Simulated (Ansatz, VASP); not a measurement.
## Ge: VASP beside Ansatz

```xyz
1
Lattice="1.4259 -2.6224 0.0000 1.4259 2.6224 0.0000 0.0000 0.0000 2.5031" Properties=species:S:1:pos:R:3 pbc="T T T"
Ge    1.4259    0.0000    0.0000
```

Alike in both runs: task single point; functional r2SCAN; k mesh 28 × 28 × 24; occupations gaussian, width 0.15 eV; no spin polarisation.

|  | VASP | Ansatz |
| --- | --- | --- |
| version | VASP 6.6.1 | Ansatz 0.2.0 |
| potentials or method | VASP PAW PBE potentials, release 64 (Ge_d), cutoff 520 eV | scalar-relativistic, plane waves, PAW |
| valence electrons in the cell | 14 | 14 |

Ansatz gave:

| Property | Result |
| --- | --- |
| gap on the k mesh at the Fermi level (eV) | none |
| pressure (GPa) | 1.2 |
| traceless stress, the component that is largest in VASP (GPa) | 11.85 |

Problem. Estimate VASP's values.

Solution. gap on the k mesh at the Fermi level (eV): none; pressure (GPa): 1.1; traceless stress, the component that is largest in VASP (GPa): 11.87.

VASP's potentials were made for PBE, not for r2SCAN. A gap of «none» marks a metal or a gap that the smearing closes.
